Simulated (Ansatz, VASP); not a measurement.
Mo in VASP and in Ansatz

```xyz
3
Lattice="4.6812 0.0000 0.0000 -2.3406 4.0541 0.0000 0.0000 0.0000 2.5692" Properties=species:S:1:pos:R:3 pbc="T T T"
Mo    0.0000    0.0000    0.0000
Mo    0.0000    2.7027    1.2846
Mo    2.3406    1.3514    1.2846
```

Alike in both runs: task single point; functional PBEsol; k mesh 9 × 9 × 14; occupations fermi-dirac, width 0.1 eV; no spin polarisation.

|  | VASP | Ansatz |
| --- | --- | --- |
| version | VASP 6.6.1 | Ansatz 0.2.0 |
| potentials or method | VASP PAW PBE potentials, release 64 (Mo_sv), cutoff 520 eV | plane waves (420 eV) with PAW, scalar-relativistic |
| valence electrons in the cell | 42 | 42 |

VASP gave:

```
pressure (GPa)                                                : -8.8
traceless stress, the component that is largest in VASP (GPa) : -1.41
```

**Question.** What did Ansatz give for the same quantities?

**Answer.** Pressure (GPa): -9.2; traceless stress, the component that is largest in VASP (GPa): -1.54.

VASP's potentials were made for PBE, not for PBEsol, and Ansatz warns of the same on its side. With one functional, cell and mesh, what is left measures potentials, basis and numerics.
